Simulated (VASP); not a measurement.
# Ir (Fm-3m) in VASP: a series of runs

The runs below take Ir through single point, with r2SCAN, PBEsol+D3(BJ), LDA.

Program: VASP 6.6.1. These are calculated values, not measurements. Logs are shortened: lines on timing, memory, paths and dates and some standing lists are left out, and cuts for length are marked.

## (1) The cell of the first run

The structure is cubic, space group Fm-3m (No. 225). The conventional cell has a = 3.857 Å, b = 3.857 Å, c = 3.857 Å, α = 90.00°, β = 90.00°, γ = 90.00°. Within 3.6 Å of Ir (site symmetry m-3m) lie 12 Ir at 2.73 Å.

## (2) Single point, r2SCAN

POSCAR

```
Ir
1.0
    0.0000000000      1.9282864624      1.9282864624
    1.9282864624      0.0000000000      1.9282864624
    1.9282864624      1.9282864624      0.0000000000
Ir
1
Direct
    0.0000000000      0.0000000000      0.0000000000
```

INCAR.step1

```
SYSTEM = Ir
PREC = Accurate
ENCUT = 550
ISMEAR = -1
SIGMA = 0.05
LREAL = .False.
LASPH = .True.
NELM = 120
NBANDS = 14
GGA = PE
ALGO = Normal
EDIFF = 1E-5
LWAVE = .True.
LCHARG = .False.
GGA_COMPAT = .False.
```

INCAR.step2

```
SYSTEM = Ir
PREC = Accurate
ENCUT = 550
EDIFF = 1E-6
ISMEAR = -1
SIGMA = 0.05
LREAL = .False.
LASPH = .True.
NELM = 120
ALGO = Normal
ISIF = 2
LWAVE = .False.
LCHARG = .True.
METAGGA = R2SCAN
LMIXTAU = .True.
LELF = .True.
LVHAR = .True.
NBANDS = 14
ISTART = 1
GGA_COMPAT = .False.
```

KPOINTS

```
Automatic mesh
0
Gamma
  12 12 12
  0 0 0
```

Potentials or basis: VASP PAW PBE potentials, release 64 (Ir_sv_GW).

Command:

```
cat potpaw_PBE.64/Ir_sv_GW/POTCAR > POTCAR
cp INCAR.step1 INCAR
mpirun -np 1 vasp_std > vasp.out
cp INCAR.step2 INCAR
mpirun -np 1 vasp_std > vasp.out
```

OUTCAR:

```text
SYSTEM = Ir
   PREC = Accurate
   ENCUT = 550
   EDIFF = 1E-6
   ISMEAR = -1
   LREAL = .False.
   LASPH = .True.
   NELM = 120
   ISIF = 2
   METAGGA = R2SCAN
   ISTART = 1

 ion  position               nearest neighbor table
   1  0.000  0.000  0.000-

  LATTYP: Found a face centered cubic cell.
 ALAT       =     3.8565729248

  Lattice vectors:

 A1 = (   0.0000000000,   1.9282864624,   1.9282864624)
 A2 = (   1.9282864624,   0.0000000000,   1.9282864624)
 A3 = (   1.9282864624,   1.9282864624,   0.0000000000)

Analysis of symmetry for initial positions (statically):
[... 5 lines left out ...]
 face centered cubic supercell.

 Subroutine GETGRP returns: Found 48 space group operations
 (whereof 48 operations were pure point group operations)
 out of a pool of 48 trial point group operations.

The static configuration has the point symmetry O_h .

Analysis of symmetry for dynamics (positions and initial velocities):
[... 5 lines left out ...]
 face centered cubic supercell.

 Subroutine GETGRP returns: Found 48 space group operations
 (whereof 48 operations were pure point group operations)
 out of a pool of 48 trial point group operations.

The dynamic configuration has the point symmetry O_h .

 Subroutine INISYM returns: Found 48 space group operations
 (whereof 48 operations are pure point group operations),
 and found     1 'primitive' translations

----------------------------------------------------------------------------------------

                                     Primitive cell

  volume of cell :      14.3399

  direct lattice vectors                    reciprocal lattice vectors
     0.000000000  1.928286462  1.928286462    -0.259297573  0.259297573  0.259297573
     1.928286462  0.000000000  1.928286462     0.259297573 -0.259297573  0.259297573
     1.928286462  1.928286462  0.000000000     0.259297573  0.259297573 -0.259297573

  length of vectors
     2.727008867  2.727008867  2.727008867     0.449116571  0.449116571  0.449116571

  position of ions in fractional coordinates (direct lattice)
     0.000000000  0.000000000  0.000000000

  ion indices of the primitive-cell ions
   primitive index   ion index
                 1           1

----------------------------------------------------------------------------------------

 KPOINTS: Automatic mesh

Automatic generation of k-mesh.
 Grid dimensions read from file:
 generate k-points for:   12   12   12

 Generating k-lattice:

  Cartesian coordinates                     Fractional coordinates (reciprocal lattice)
    -0.021608131  0.021608131  0.021608131     0.083333333  0.000000000  0.000000000
     0.021608131 -0.021608131  0.021608131     0.000000000  0.083333333  0.000000000
     0.021608131  0.021608131 -0.021608131     0.000000000  0.000000000  0.083333333

  Length of vectors
     0.037426381  0.037426381  0.037426381

  Shift w.r.t. Gamma in fractional coordinates (k-lattice)
     0.000000000  0.000000000  0.000000000

 Subroutine IBZKPT returns following result:
 ===========================================

 Found     72 irreducible k-points:

 Following reciprocal coordinates:
            Coordinates               Weight
  0.000000  0.000000  0.000000      1.000000
  0.083333  0.000000  0.000000      8.000000
  0.166667  0.000000  0.000000      8.000000
  0.250000  0.000000  0.000000      8.000000
  0.333333  0.000000  0.000000      8.000000
  0.416667  0.000000  0.000000      8.000000
[... 16 lines left out ...]
  0.500000  0.166667  0.000000     24.000000
 -0.416667  0.166667  0.000000     24.000000
 [... further k-points ...]
   k-points           NKPTS =     72   k-points in BZ     NKDIM =     72   number of bands    NBANDS=     14
   number of dos      NEDOS =    301   number of ions     NIONS =      1
   total plane-waves  NPLWV =  13824
   dimension x,y,z NGX =    24 NGY =   24 NGZ =   24
   dimension x,y,z NGXF=    48 NGYF=   48 NGZF=   48
   ions per type =               1
   NGX,Y,Z   is equivalent  to a cutoff of  14.63, 14.63, 14.63 a.u.
   NGXF,Y,Z  is equivalent  to a cutoff of  29.26, 29.26, 29.26 a.u.
 SYSTEM =  Ir
   PREC   = accura    normal or accurate (medium, high low for compatibility)
   ISTART =      1    job   : 0-new  1-cont  2-samecut
   ICHARG =      0    charge: 1-file 2-atom 10-const
   ISPIN  =      1    spin polarized calculation?
   LNONCOLLINEAR =      F non collinear calculations
   LSORBIT =      F    spin-orbit coupling
   LASPH  =      T    aspherical Exc in radial PAW
   ENCUT  =  550.0 eV  40.42 Ry    6.36 a.u.   5.21  5.21  5.21*2*pi/ulx,y,z
   NELM   =    120;   NELMIN=  2; NELMDL=  0     # of ELM steps
   EDIFF  = 0.1E-05   stopping-criterion for ELM
   LREAL  =      F    real-space projection
   EDIFFG = 0.1E-04   stopping-criterion for IOM
   NSW    =      0    number of steps for IOM
   IBRION =     -1    ionic relax: 0-MD 1-quasi-New 2-CG
   NFREE  =      0    steps in history (QN), initial steepest desc. (CG)
   ISIF   =      2    stress and relaxation
   ISYM   =      2    0-nonsym 1-usesym 2-fastsym
   POTIM  = 0.5000    time-step for ionic-motion
   TEBEG  =    0.0;   TEEND  =   0.0 temperature during run
   PSTRESS=    0.0 pullay stress
   NELECT =      17.0000    total number of electrons
   NUPDOWN=      -1.0000    fix difference up-down
   EMIN   =  10.00;   EMAX   =-10.00  energy-range for DOS
[... 5 lines left out ...]
     AMIX     =   0.40;   BMIX     =  1.00
     AMIX_MAG =   1.60;   BMIX_MAG =  1.00
  volume/ion in A,a.u.               =      14.34        96.77
  Fermi-wavevector in a.u.,A,eV,Ry     =   1.732645  3.274224 40.845488  3.002059
  Thomas-Fermi vector in A             =   2.806782
   LORBIT       =      0    0 simple, 1 ext, 2 COOP (PROOUT), +10 PAW based schemes
   METAGGA = R2SCAN    functional components
   LHFCALC =     F    Hartree Fock is set to
   AEXX    =    0.0000 exact exchange contribution
   IVDW    =     0    specifies the selected vdW correction
   LEPSILON=     F    determine dielectric tensor
   LRPA    =     F    only Hartree local field effects (RPA)
 non-spin polarized calculation
  energy-cutoff  :      550.00
  volume of cell :       14.34
 maximum number of plane-waves:       444
 NGX is ok and might be reduce to    24
   NGX = 11   NGY = 11   NGZ = 11

 number of electron      17.0000000 magnetization

 Free energy of the ion-electron system (eV)
  ---------------------------------------------------
  ext. energy  EPLUGINS =         0.00000000
  ---------------------------------------------------
  free energy    TOTEN  =       -52.92151890 eV

  energy without entropy =      -52.91679681  energy(sigma->0) =      -52.91915785

 E-fermi :  12.4237     XC(G=0): -15.8006

 val. band max:       12.4204896701   @ k =  -0.2500   0.0833   0.0000
 cond. band min:      12.4470590697   @ k =  -0.3333   0.3333   0.0000
 fundamental gap:      0.0265693996
 Fermi energy:        12.4237207423

 k-point     1 :       0.0000    0.0000    0.0000
  band No.  band energies     occupation
      1     -82.6077      2.00000
      2     -38.4272      2.00000
      3     -38.4272      2.00000
      4     -38.4272      2.00000
      5       1.0481      2.00000
      6       8.4822      2.00000
      7       8.4822      2.00000
      8       8.4822      2.00000
      9      11.1336      2.00000
     10      11.1336      2.00000
     11      26.7132      0.00000
     12      32.4280      0.00000
     13      32.4280      0.00000
     14      32.4280      0.00000

 k-point     2 :       0.0833    0.0000    0.0000
  band No.  band energies     occupation
      1     -82.6034      2.00000
      2     -38.4840      2.00000
      3     -38.4349      2.00000
      4     -38.4349      2.00000
      5       1.3652      2.00000
      6       8.3173      2.00000
      7       8.6139      2.00000
      8       8.6139      2.00000
      9      11.0522      2.00000
     10      11.0522      2.00000
     11      27.2520      0.00000
     12      31.1615      0.00000
     13      32.9535      0.00000
     14      32.9535      0.00000

 k-point     3 :       0.1667    0.0000    0.0000
  band No.  band energies     occupation
      1     -82.5905      2.00000
      2     -38.6349      2.00000
      3     -38.4559      2.00000
      4     -38.4559      2.00000
      5       2.2340      2.00000
      6       7.9863      2.00000
      7       8.8769      2.00000
      8       8.8769      2.00000
      9      10.9802      2.00000
     10      10.9802      2.00000
     11      28.4382      0.00000
     12      29.0681      0.00000
     13      34.4370      0.00000
     14      34.4370      0.00000

 k-point     4 :       0.2500    0.0000    0.0000
  band No.  band energies     occupation
      1     -82.5733      2.00000
      2     -38.8388      2.00000
      3     -38.4844      2.00000
      4     -38.4844      2.00000
      5       3.3259      2.00000
      6       7.9574      2.00000
      7       8.9097      2.00000
      8       8.9097      2.00000
      9      11.3426      2.00000
     10      11.3426      2.00000
     11      26.6170      0.00000
     12      29.3505      0.00000
     13      36.5419      0.00000
     14      36.5419      0.00000

 k-point     5 :       0.3333    0.0000    0.0000
  band No.  band energies     occupation
      1     -82.5560      2.00000
      2     -39.0385      2.00000
      3     -38.5129      2.00000
      4     -38.5129      2.00000
      5       4.0135      2.00000
      6       8.6690      2.00000
      7       8.6690      2.00000
      8       8.8886      2.00000
      9      12.1595      1.98991
     10      12.1595      1.98991
     11      24.1118      0.00000
[... 276 lines left out ...]
 k-point    22 :       0.4167    0.1667    0.0000
  band No.  band energies     occupation
      1     -82.5420      2.00000
      2     -39.0686      2.00000
      3     -38.6184      2.00000
      4     -38.5874      2.00000
      5       4.9669      2.00000
      6       7.5266      2.00000
      7       8.2209      2.00000
      8       9.5336      2.00000
      9      13.2188      0.00000
     10      13.6165      0.00000
     11      23.2692      0.00000
     12      28.9416      0.00000
     13      31.1091      0.00000
     14      33.2911      0.00000

 k-point    23 :       0.5000    0.1667    0.0000
  band No.  band energies     occupation
      1     -82.5332      2.00000
      2     -39.1538      2.00000
      3     -38.6621      2.00000
      4     -38.5884      2.00000
      5       5.0434      2.00000
      6       7.5458      2.00000
      7       9.0499      2.00000
      8       9.2841      2.00000
      9      13.3947      0.00000
     10      15.7078      0.00000
     11      20.2694      0.00000
     12      28.2009      0.00000
     13      31.0485      0.00000
     14      31.6345      0.00000

 k-point    24 :      -0.4167    0.1667    0.0000
  band No.  band energies     occupation
      1     -82.5315      2.00000
      2     -39.1601      2.00000
      3     -38.6885      2.00000
      4     -38.5711      2.00000
      5       5.1135      2.00000
      6       7.5720      2.00000
      7       9.1659      2.00000
      8       9.3993      2.00000
      9      12.8667      0.00028
     10      16.3233      0.00000
     11      19.9333      0.00000
     12      28.0317      0.00000
     13      30.2800      0.00000
     14      32.2873      0.00000

 [... further k-points ...]
[... 5 lines left out ...]
  --------------------------------------------------------------------------------------
  -------------------------------------------------------------------------------------
  Total       -0.5453358     -0.5453358     -0.5453358      0.0000000     -0.0000000      0.0000000
  in kB      -60.9298286    -60.9298286    -60.9298286      0.0000000     -0.0000000      0.0000000
  external PRESSURE =     -60.9298286 kB  Pullay stress =       0.0000000 kB

 VOLUME and BASIS-vectors are now :
 -----------------------------------------------------------------------------
  energy-cutoff  :      550.00
  volume of cell :       14.34
      direct lattice vectors                 reciprocal lattice vectors
     0.000000000  1.928286462  1.928286462    -0.259297573  0.259297573  0.259297573
     1.928286462  0.000000000  1.928286462     0.259297573 -0.259297573  0.259297573
     1.928286462  1.928286462  0.000000000     0.259297573  0.259297573 -0.259297573

 POSITION                                       TOTAL-FORCE (eV/Angst)
 -----------------------------------------------------------------------------------
      0.00000      0.00000      0.00000         0.000000      0.000000      0.000000
 -----------------------------------------------------------------------------------
    total drift:                                0.000000      0.000000      0.000000

  FREE ENERGIE OF THE ION-ELECTRON SYSTEM (eV)
  ---------------------------------------------------
  free  energy   TOTEN  =       -52.9215188953 eV

  energy  without entropy=      -52.9167968075  energy(sigma->0) =      -52.91915785
```

Run time: 24 s. Hardware: 1 thread of Intel Xeon 6975P-C (Granite Rapids), shared host; peak memory 0.16 GiB.

Results:

```
Free energy : -52.9215 eV
Pressure    : -6.1 GPa
```

Caveat: the PAW data sets were made with another functional, which shifts forces and pressure a little; spin-orbit coupling is left out, which moves the levels of the heavy elements.

## (3) Single point, PBEsol+D3(BJ)

This run uses another cell than the first one, of 13.74 Å³/atom, 0.958 times its volume.

INCAR

```
SYSTEM = Ir
ALGO = Normal
EDIFF = 1E-6
ENCUT = 500
GGA = PS
GGA_COMPAT = .False.
ISIF = 2
ISMEAR = -1
IVDW = 12
LASPH = .True.
LCHARG = .False.
LREAL = .False.
LWAVE = .False.
NBANDS = 14
NELM = 120
PREC = Accurate
SIGMA = 0.05
```

KPOINTS

```
k-points
0
Gamma
  12 12 12
  0 0 0
```

POSCAR

```
Ir
1.0
    0.0000000000      1.9010171855      1.9010171855
    1.9010171855      0.0000000000      1.9010171855
    1.9010171855      1.9010171855      0.0000000000
Ir
1
Direct
    0.0000000000      0.0000000000      0.0000000000
```

Potentials or basis: VASP PAW PBE potentials, release 64 (Ir_sv_GW).

Command:

```
cat potpaw_PBE.64/Ir_sv_GW/POTCAR > POTCAR
mpirun -np 1 vasp_std > vasp.out
```

OUTCAR:

```text
SYSTEM = Ir
   EDIFF = 1E-6
   ENCUT = 500
   GGA = PS
   ISIF = 2
   ISMEAR = -1
   IVDW = 12
   LASPH = .True.
   LREAL = .False.
   NELM = 120
   PREC = Accurate
 IVDW          = 12

 ion  position               nearest neighbor table
   1  0.000  0.000  0.000-

  LATTYP: Found a face centered cubic cell.
 ALAT       =     3.8020343710

  Lattice vectors:

 A1 = (   0.0000000000,   1.9010171855,   1.9010171855)
 A2 = (   1.9010171855,   0.0000000000,   1.9010171855)
 A3 = (   1.9010171855,   1.9010171855,   0.0000000000)

Analysis of symmetry for initial positions (statically):
[... 5 lines left out ...]
 face centered cubic supercell.

 Subroutine GETGRP returns: Found 48 space group operations
 (whereof 48 operations were pure point group operations)
 out of a pool of 48 trial point group operations.

The static configuration has the point symmetry O_h .

Analysis of symmetry for dynamics (positions and initial velocities):
[... 5 lines left out ...]
 face centered cubic supercell.

 Subroutine GETGRP returns: Found 48 space group operations
 (whereof 48 operations were pure point group operations)
 out of a pool of 48 trial point group operations.

The dynamic configuration has the point symmetry O_h .
[... 153 lines left out ...]
      1     -79.7779      2.00000
      2     -36.1536      2.00000
      3     -36.1536      2.00000
      4     -36.1536      2.00000
      5       1.8320      2.00000
      6       9.2392      2.00000
      7       9.2392      2.00000
      8       9.2392      2.00000
      9      12.0759      2.00000
     10      12.0759      2.00000
     11      26.8132      0.00000
     12      32.4782      0.00000
     13      32.4782      0.00000
     14      32.4782      0.00000
[... 377 lines left out ...]
      1     -79.6961      2.00000
      2     -36.9493      2.00000
      3     -36.4362      2.00000
      4     -36.3091      2.00000
      5       5.8503      2.00000
      6       8.3229      2.00000
      7       9.9882      2.00000
      8      10.1834      2.00000
      9      13.7953      0.00029
     10      17.2000      0.00000
     11      20.7842      0.00000
     12      28.2741      0.00000
     13      30.7117      0.00000
     14      32.7045      0.00000

 [... further k-points ...]

------------------------ aborting loop because EDIFF is reached ----------------------------------------

 Edisp (eV)   -0.73609

 E8    (eV) :    -0.5083

  FORCE on cell =-STRESS in cart. coord.  units (eV):
  Direction    XX          YY          ZZ          XY          YZ          ZX
  --------------------------------------------------------------------------------------
  -------------------------------------------------------------------------------------
  Total      -0.28772    -0.28772    -0.28772     0.00000     0.00000     0.00000
  in kB     -33.55049   -33.55049   -33.55049     0.00000     0.00000     0.00000
  external pressure =      -33.55 kB  Pullay stress =        0.00 kB

 VOLUME and BASIS-vectors are now :
 -----------------------------------------------------------------------------
  energy-cutoff  :      500.00
  volume of cell :       13.74
      direct lattice vectors                 reciprocal lattice vectors
     0.000000000  1.901017185  1.901017185    -0.263017086  0.263017086  0.263017086
     1.901017185  0.000000000  1.901017185     0.263017086 -0.263017086  0.263017086
     1.901017185  1.901017185  0.000000000     0.263017086  0.263017086 -0.263017086

 POSITION                                       TOTAL-FORCE (eV/Angst)
 -----------------------------------------------------------------------------------
      0.00000      0.00000      0.00000        -0.000000      0.000000     -0.000000
 -----------------------------------------------------------------------------------
    total drift:                               -0.000000     -0.000000     -0.000000

  FREE ENERGIE OF THE ION-ELECTRON SYSTEM (eV)
  ---------------------------------------------------
  free  energy   TOTEN  =       -11.1447008687 eV

  energy  without entropy=      -11.1401821134  energy(sigma->0) =      -11.14244149
```

stdout:

```text
POSCAR found type information on POSCAR Ir
 POSCAR found :  1 types and       1 ions
 scaLAPACK will be used
 -----------------------------------------------------------------------------
|                                                                             |
|                                                                             |
|     You enforced a specific xc type in the INCAR file but a different       |
|     I HOPE YOU KNOW WHAT YOU ARE DOING!                                     |
|                                                                             |
 -----------------------------------------------------------------------------

 LDA part: xc-table for (Slater+PW92), standard interpolation
 POSCAR, INCAR and KPOINTS ok, starting setup
 FFT: planning ... GRIDC
 FFT: planning ... GRID_SOFT
 FFT: planning ... GRID
 WAVECAR not read
 entering main loop
```

Run time: 15 s. Hardware: 1 thread of AMD EPYC 7R43 (Zen 3), shared host; peak memory 0.11 GiB.

What came out:

- Free energy: -11.1447 eV
- Pressure: -3.4 GPa
- Dispersion energy per atom: -0.736 eV

Caveat: the PAW data sets were made with another functional, which shifts forces and pressure a little; spin-orbit coupling is left out, which moves the levels of the heavy elements; pairwise dispersion overbinds metals, which lowers pressure and volume.

(Continued in part 2 of 2.)
